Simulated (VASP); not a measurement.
# Cs in VASP: notebook

Cs is run at these levels: PBEsol, PBEsol+D3(BJ); tasks: relaxation of cell and atoms, single point.

All numbers are computed with VASP 6.6.1; they aren't measurements. Logs are shortened: lines on timing, memory, paths and dates and some standing lists are left out, and cuts for length are marked.

**1. The cell of the first run**

The structure is cubic, space group Im-3m (No. 229). The conventional cell has a = 6.257 Å, b = 6.257 Å, c = 6.257 Å, α = 90.00°, β = 90.00°, γ = 90.00°.

**2. Relaxation of cell and atoms, PBEsol, target pressure 10 GPa, at which the enthalpy is minimised**

File INCAR:

```
  PREC = Accurate
  ENCUT = 600
  EDIFF = 1E-6
  ISMEAR = -1
  SIGMA = 0.05
  LREAL = False
  LASPH = True
  NELM = 60
  ALGO = Fast
  ISIF = 3
  LWAVE = False
  LCHARG = False
  GGA = PS
  IBRION = 2
  NSW = 60
  EDIFFG = -0.01
  PSTRESS = 100.0
```

File KPOINTS:

```
regular mesh
0
Gamma
  6 6 6
```

File POSCAR:

```
Cs
1.0
   -3.1284650614      3.1284650614      3.1284650614
    3.1284650614     -3.1284650614      3.1284650614
    3.1284650614      3.1284650614     -3.1284650614
Cs
1
Direct
    0.0000000000      0.0000000000      0.0000000000
```

Potentials or basis: VASP PAW PBE potentials, release 64 (Cs_sv).

Launch:

```
cat potpaw_PBE.64/Cs_sv/POTCAR > POTCAR
mpirun -np 1 vasp_std > vasp.out
```

OUTCAR:

```text
PREC = Accurate
   ENCUT = 600
   EDIFF = 1E-6
   ISMEAR = -1
   LREAL = False
   LASPH = True
   NELM = 60
   ISIF = 3
   GGA = PS
   IBRION = 2
   NSW = 60
   EDIFFG = -0.01
   PSTRESS = 100.0

 ion  position               nearest neighbor table
   1  0.000  0.000  0.000-

  LATTYP: Found a body centered cubic cell.
 ALAT       =     6.2569301228

  Lattice vectors:

 A1 = (  -3.1284650614,   3.1284650614,   3.1284650614)
 A2 = (   3.1284650614,  -3.1284650614,   3.1284650614)
 A3 = (   3.1284650614,   3.1284650614,  -3.1284650614)

Analysis of symmetry for initial positions (statically):
=====================================================================
 Subroutine PRICEL returns:
 Original cell was already a primitive cell.

 Routine SETGRP: Setting up the symmetry group for a
 body centered cubic supercell.

 Subroutine GETGRP returns: Found 48 space group operations
 (whereof 48 operations were pure point group operations)
 out of a pool of 48 trial point group operations.

The static configuration has the point symmetry O_h .

Analysis of symmetry for dynamics (positions and initial velocities):
=====================================================================
 Subroutine PRICEL returns:
 Original cell was already a primitive cell.

 Routine SETGRP: Setting up the symmetry group for a
 body centered cubic supercell.

 Subroutine GETGRP returns: Found 48 space group operations
 (whereof 48 operations were pure point group operations)
 out of a pool of 48 trial point group operations.

The dynamic configuration has the point symmetry O_h .

 Subroutine INISYM returns: Found 48 space group operations
 (whereof 48 operations are pure point group operations),
 and found     1 'primitive' translations

----------------------------------------------------------------------------------------

                                     Primitive cell

  volume of cell :     122.4768

  direct lattice vectors                    reciprocal lattice vectors
    -3.128465061  3.128465061  3.128465061     0.000000000  0.159822785  0.159822785
     3.128465061 -3.128465061  3.128465061     0.159822785  0.000000000  0.159822785
     3.128465061  3.128465061 -3.128465061     0.159822785  0.159822785  0.000000000

  length of vectors
     5.418660436  5.418660436  5.418660436     0.226023551  0.226023551  0.226023551

  position of ions in fractional coordinates (direct lattice)
     0.000000000  0.000000000  0.000000000

  ion indices of the primitive-cell ions
   primitive index   ion index
                 1           1

[... 22 lines left out ...]
 ===========================================

 Found     16 irreducible k-points:

 Following reciprocal coordinates:
            Coordinates               Weight
  0.000000  0.000000  0.000000      1.000000
  0.166667  0.000000  0.000000     12.000000
  0.333333  0.000000  0.000000     12.000000
  0.500000  0.000000  0.000000      6.000000
  0.166667  0.166667  0.000000     24.000000
  0.333333  0.166667  0.000000     48.000000
[... 8 lines left out ...]
  0.500000  0.500000  0.333333     12.000000
  0.500000  0.500000  0.500000      1.000000
   k-points           NKPTS =     16   k-points in BZ     NKDIM =     16   number of bands    NBANDS=      8
   number of dos      NEDOS =    301   number of ions     NIONS =      1
   total plane-waves  NPLWV = 110592
   dimension x,y,z NGX =    48 NGY =   48 NGZ =   48
   dimension x,y,z NGXF=    96 NGYF=   96 NGZF=   96
   ions per type =               1
   NGX,Y,Z   is equivalent  to a cutoff of  14.73, 14.73, 14.73 a.u.
   NGXF,Y,Z  is equivalent  to a cutoff of  29.45, 29.45, 29.45 a.u.
 SYSTEM =  unknown system
   PREC   = accura    normal or accurate (medium, high low for compatibility)
   ISTART =      0    job   : 0-new  1-cont  2-samecut
   ICHARG =      2    charge: 1-file 2-atom 10-const
   ISPIN  =      1    spin polarized calculation?
   LNONCOLLINEAR =      F non collinear calculations
   LSORBIT =      F    spin-orbit coupling
   LASPH  =      T    aspherical Exc in radial PAW
   ENCUT  =  600.0 eV  44.10 Ry    6.64 a.u.  10.82 10.82 10.82*2*pi/ulx,y,z
   NELM   =     60;   NELMIN=  2; NELMDL= -5     # of ELM steps
   EDIFF  = 0.1E-05   stopping-criterion for ELM
   LREAL  =      F    real-space projection
   EDIFFG = -.1E-01   stopping-criterion for IOM
   NSW    =     60    number of steps for IOM
   IBRION =      2    ionic relax: 0-MD 1-quasi-New 2-CG
   NFREE  =      1    steps in history (QN), initial steepest desc. (CG)
   ISIF   =      3    stress and relaxation
   ISYM   =      2    0-nonsym 1-usesym 2-fastsym
   POTIM  = 0.5000    time-step for ionic-motion
   TEBEG  =    0.0;   TEEND  =   0.0 temperature during run
   PSTRESS=  100.0 pullay stress
   NELECT =       9.0000    total number of electrons
   NUPDOWN=      -1.0000    fix difference up-down
   EMIN   =  10.00;   EMAX   =-10.00  energy-range for DOS
   EFERMI =   0.00;   METHOD = LEGACY
   ISMEAR =    -1;   SIGMA  =   0.05  broadening in eV -4-tet -1-fermi 0-gaus
   EFERMI_NEDOS =   21; number of points for ismear=-14 and -15
   IALGO  =     68    algorithm
   IMIX   =      4    mixing-type and parameters
     AMIX     =   0.40;   BMIX     =  1.00
     AMIX_MAG =   1.60;   BMIX_MAG =  1.00
  volume/ion in A,a.u.               =     122.48       826.51
  Fermi-wavevector in a.u.,A,eV,Ry     =   0.685706  1.295796  6.397353  0.470192
  Thomas-Fermi vector in A             =   1.765724
   LORBIT       =      0    0 simple, 1 ext, 2 COOP (PROOUT), +10 PAW based schemes
   GGA     = PS    functional components
   LHFCALC =     F    Hartree Fock is set to
   AEXX    =    0.0000 exact exchange contribution
   IVDW    =     0    specifies the selected vdW correction
   LEPSILON=     F    determine dielectric tensor
   LRPA    =     F    only Hartree local field effects (RPA)
 conjugate gradient relaxation of ions
 non-spin polarized calculation
 RMM-DIIS sequential band-by-band and
  energy-cutoff  :      600.00
  volume of cell :      122.48
 maximum number of plane-waves:      4124
 NGX is ok and might be reduce to    48
   NGX = 21   NGY = 21   NGZ = 21

--------------------------------------- Ionic step        1  -------------------------------------------

 number of electron       9.0000000 magnetization

 Free energy of the ion-electron system (eV)
  ---------------------------------------------------
  ext. energy  EPLUGINS =         0.00000000
  ---------------------------------------------------
  free energy    TOTEN  =        -0.92966771 eV

  energy without entropy =       -0.91168184  energy(sigma->0) =       -0.92067477

 E-fermi :   0.2321     XC(G=0):  -5.3152

 val. band max:        0.1062581742   @ k =   0.1667   0.1667   0.1667
 cond. band min:       0.2490022506   @ k =   0.3333   0.1667   0.0000
 fundamental gap:      0.1427440765
 Fermi energy:         0.2321315443
[... 541 lines left out ...]
--------------------------------------- Ionic step        6  -------------------------------------------

 number of electron       9.0000000 magnetization

 Free energy of the ion-electron system (eV)
  ---------------------------------------------------
  ext. energy  EPLUGINS =         0.00000000
  ---------------------------------------------------
  free energy    TOTEN  =         0.13281179 eV

  energy without entropy =        0.14813701  energy(sigma->0) =        0.14047440

 E-fermi :   5.6706     XC(G=0):  -9.8568

 val. band max:        5.6313767225   @ k =   0.3333   0.1667   0.0000
 cond. band min:       5.8992735261   @ k =  -0.3333   0.5000   0.1667
 fundamental gap:      0.2678968036
 Fermi energy:         5.6706488026
[... 206 lines left out ...]
  energy  without entropy=        0.1481370058  energy(sigma->0) =        0.14047440

  enthalpy is  TOTEN    =         2.2681054933 eV   P V=        2.1352937078

 reached required accuracy - stopping structural energy minimisation
```

Wall time 75 s (1 thread of Intel Xeon Platinum 8559C (Emerald Rapids), shared host); peak memory 0.35 GiB.

Results:

- Free energy: 0.1328 eV
- Relaxed volume: 34.21 Å³/atom
- Relaxed cell: a = 3.542 Å, b = 3.542 Å, c = 3.542 Å, α = 109.47°, β = 109.47°, γ = 109.47°
- Space group after relaxing (to 0.1 Å): Im-3m (No. 229)
- Energy change on relaxing (the run minimises the enthalpy): +1062.5 meV/atom
- Ionic steps: 6
- Pressure after relaxing: 10.0 GPa
- Band gap on the k mesh: zero (an odd number of electrons rules out a gap without spin polarisation)

Step by step:
```tsv
step	energy change (eV)	largest force (eV/Å)	pressure (GPa)	volume (Å³)
1	0.0000	0.0000	-0.20	122.48
2	1.3930	0.0000	15.09	29.72
3	1.0486	0.0000	9.72	34.44
4	1.1181	0.0000	10.79	33.36
5	1.0660	0.0000	10.08	34.15
6	1.0625	0.0000	10.00	34.21
```

Final structure:
```xyz
1
Lattice="-2.0450 2.0450 2.0450 2.0450 -2.0450 2.0450 2.0450 2.0450 -2.0450" Properties=species:S:1:pos:R:3 pbc="T T T"
Cs    0.0000    0.0000    0.0000
```

Caveat: the cell is relaxed towards a set pressure, so the run minimises the enthalpy, not the energy; the volume moved by over 15 % at a fixed basis, so the end points are rough; the PAW data sets were made with another functional, which shifts forces and pressure a little; spin-orbit coupling is left out, which moves the levels of the heavy elements.

**3. Relaxation of cell and atoms, PBEsol, target pressure 20 GPa, at which the enthalpy is minimised**

File INCAR:

```
  PREC = Accurate
  ENCUT = 600
  EDIFF = 1E-7
  ISMEAR = -1
  SIGMA = 0.05
  LREAL = False
  LASPH = True
  NELM = 100
  ALGO = Fast
  ISIF = 3
  LWAVE = False
  LCHARG = False
  GGA = PS
  IBRION = 2
  NSW = 60
  EDIFFG = -0.01
  PSTRESS = 200.0
```

File KPOINTS:

```
Automatic mesh
0
Gamma
  6 6 6
```

POSCAR is that of step 2.

Potentials or basis: VASP PAW PBE potentials, release 64 (Cs_sv).

Launch:

```
cat potpaw_PBE.64/Cs_sv/POTCAR > POTCAR
mpirun -np 1 vasp_std > vasp.out
```

OUTCAR:

```text
PREC = Accurate
   ENCUT = 600
   EDIFF = 1E-7
   ISMEAR = -1
   LREAL = False
   LASPH = True
   NELM = 100
   ISIF = 3
   GGA = PS
   IBRION = 2
   NSW = 60
   EDIFFG = -0.01
   PSTRESS = 200.0

 ion  position               nearest neighbor table
   1  0.000  0.000  0.000-

  LATTYP: Found a body centered cubic cell.
 ALAT       =     6.2569301228

  Lattice vectors:

 A1 = (  -3.1284650614,   3.1284650614,   3.1284650614)
 A2 = (   3.1284650614,  -3.1284650614,   3.1284650614)
 A3 = (   3.1284650614,   3.1284650614,  -3.1284650614)
[... 176 lines left out ...]
  external PRESSURE =    -201.9480533 kB  Pullay stress =     200.0000000 kB
[... 244 lines left out ...]
--------------------------------------- Ionic step        3  -------------------------------------------

 number of electron       9.0000001 magnetization

------------------------ aborting loop EDIFF was not reached (unconverged)  ----------------------------

  FORCE on cell =-STRESS in cart. coord.  units (eV):
  Direction    XX          YY          ZZ          XY          YZ          ZX
  --------------------------------------------------------------------------------------
  -------------------------------------------------------------------------------------
  Total        0.0961821      0.0961821      0.0961821      0.0000000      0.0000000      0.0000000
  in kB        1.2979417      1.2979417      1.2979417      0.0000000      0.0000000      0.0000000
  external PRESSURE =    -198.7020583 kB  Pullay stress =     200.0000000 kB
[... 355 lines left out ...]
--------------------------------------- Ionic step        8  -------------------------------------------

 number of electron       9.0000000 magnetization

 Free energy of the ion-electron system (eV)
  ---------------------------------------------------
  ext. energy  EPLUGINS =         0.00000000
  ---------------------------------------------------
  free energy    TOTEN  =         0.66066985 eV

  energy without entropy =        0.68346977  energy(sigma->0) =        0.67206981

 E-fermi :   7.1993     XC(G=0): -10.8489

 val. band max:        7.1565601346   @ k =   0.3333   0.1667   0.0000
 cond. band min:       7.2098434750   @ k =  -0.3333   0.5000   0.1667
 fundamental gap:      0.0532833404
 Fermi energy:         7.1993366258
[... 206 lines left out ...]
  energy  without entropy=        0.6834697658  energy(sigma->0) =        0.67206981

  enthalpy is  TOTEN    =         4.1440595564 eV   P V=        3.4833897100

 reached required accuracy - stopping structural energy minimisation
```

OSZICAR:

```text
N       E                     dE             d eps       ncg     rms          rms(c)
DAV:   1     0.578134905468E+02    0.57813E+02   -0.30552E+03   256   0.854E+02
DAV:   2     0.512010158517E+01   -0.52693E+02   -0.52345E+02   352   0.124E+02
DAV:   3    -0.833652699063E+00   -0.59538E+01   -0.59527E+01   256   0.499E+01
[... 185 lines left out ...]
RMM:   5     0.660669299554E+00   -0.12348E-04   -0.11117E-04   256   0.941E-02    0.139E-02
RMM:   6     0.660669664907E+00    0.36535E-06   -0.13329E-05   256   0.314E-02    0.333E-03
RMM:   7     0.660669728802E+00    0.63896E-07   -0.21417E-06   255   0.134E-02    0.118E-03
RMM:   8     0.660669873535E+00    0.14473E-06   -0.21682E-07   183   0.392E-03    0.617E-04
RMM:   9     0.660669846375E+00   -0.27160E-07   -0.39690E-08   155   0.160E-03
   8 F= 0.41440596E+01 E0= 0.41554595E+01  d E =-.568358E-02
```

CONTCAR:

```text
Cs
   1.00000000000000
    -1.9107662131684786    1.9107662131684786    1.9107662131684786
     1.9107662131684786   -1.9107662131684786    1.9107662131684786
     1.9107662131684786    1.9107662131684786   -1.9107662131684786
  Cs
     1
Direct
     0.0000000000000000    0.0000000000000000    0.0000000000000000

  0.00000000E+00  0.00000000E+00  0.00000000E+00
```

Run time: 5 min. Hardware: 1 thread of Intel Xeon Platinum 8559C (Emerald Rapids), shared host; peak memory 0.94 GiB.

Results:

```yaml
Free_energy: 0.6607 eV
Relaxed_volume: 27.91 Å³/atom
Relaxed_cell: a = 3.310 Å, b = 3.310 Å, c = 3.310 Å, α = 109.47°, β = 109.47°, γ = 109.47°
Space_group_after_relaxing_to_0.1_Å: Im-3m (No. 229)
Energy_change_on_relaxing_the_run_minimises_the_enthalpy: +1590.3 meV/atom
Ionic_steps: 8
Pressure_after_relaxing: 20.0 GPa
Band_gap_on_the_k_mesh: zero (an odd number of electrons rules out a gap without spin polarisation)
```

Step by step:
```
step  energy change (eV)  largest force (eV/Å)  pressure (GPa)  volume (Å³)
   1              0.0000                0.0000           -0.19       122.48
   2            603.7208                0.0000        86519.52         2.04
   3              1.0557                0.0000            0.13       118.73
   4             -0.0069                0.0000           -0.10       115.27
   5              1.4801                0.0000           17.25        28.85
   6              1.6948                0.0000           22.32        27.11
   7              1.5157                0.0000           18.15        28.53
   8              1.5903                0.0000           20.00        27.91
```

Final structure:
```xyz
1
Lattice="-1.9108 1.9108 1.9108 1.9108 -1.9108 1.9108 1.9108 1.9108 -1.9108" Properties=species:S:1:pos:R:3 pbc="T T T"
Cs    0.0000    0.0000    0.0000
```

Levels at points of the mesh, in eV from the Fermi level:
| k point | band 2 | band 3 | band 4 | band 5 | band 6 | band 7 |
| --- | --- | --- | --- | --- | --- | --- |
| (0.00, 0.00, 0.00) | -8.59 | -8.59 | -8.59 | -0.12 | 3.42 | 3.42 |
| (0.50, 0.00, 0.00) | -13.87 | -10.20 | -8.85 | -1.21 | 0.48 | 7.49 |
| (0.50, 0.50, 0.50) | -12.02 | -12.02 | -12.02 | -2.52 | -2.52 | 11.55 |

Caveat: the cell is relaxed towards a set pressure, so the run minimises the enthalpy, not the energy; the volume moved by over 15 % at a fixed basis, so the end points are rough; the PAW data sets were made with another functional, which shifts forces and pressure a little; spin-orbit coupling is left out, which moves the levels of the heavy elements.

**4. Single point, PBEsol**

This run uses another cell than the first one, of 117.63 Å³/atom.

File INCAR:

```
SYSTEM = Cs
ALGO = Normal
EDIFF = 1E-6
ENCUT = 520
GGA = PS
ISIF = 2
ISMEAR = -1
LASPH = .True.
LCHARG = .False.
LREAL = .False.
LWAVE = .False.
NBANDS = 10
NELM = 100
PREC = Accurate
SIGMA = 0.05
```

File KPOINTS:

```
k-points
0
Gamma
  6 6 6
  0 0 0
```

File POSCAR:

```
Cs
1.0
   -3.0658957602      3.0658957602      3.1284650614
    3.0658957602     -3.0658957602      3.1284650614
    3.0658957602      3.0658957602     -3.1284650614
Cs
1
Direct
    0.0000000000      0.0000000000      0.0000000000
```

Launch:

```
cat potpaw_PBE.64/Cs_sv/POTCAR > POTCAR
mpirun -np 1 vasp_std > vasp.out
```

Wall time 40 s (1 thread of Intel Xeon 8259CL, shared host); peak memory 0.24 GiB.

It converged, with:

* Free energy: -0.9345 eV
* Pressure: -0.1 GPa
* Band gap on the k mesh: zero (an odd number of electrons rules out a gap without spin polarisation)

Levels at points of the mesh, in eV from the Fermi level:
```
           k point  band 2  band 3  band 4  band 5  band 6  band 7
(0.00, 0.00, 0.00)  -10.59  -10.59  -10.59   -1.66    2.46    2.46
(0.50, 0.00, 0.00)  -10.72  -10.63  -10.59    0.03    0.83    1.68
(0.50, 0.50, 0.00)  -10.71  -10.63  -10.59    0.05    0.87    1.59
(0.50, 0.50, 0.50)  -10.68  -10.68  -10.68    0.66    0.69    2.83
```

Caveat: the PAW data sets were made with another functional, which shifts forces and pressure a little; spin-orbit coupling is left out, which moves the levels of the heavy elements.

(Continued in part 2 of 2.)
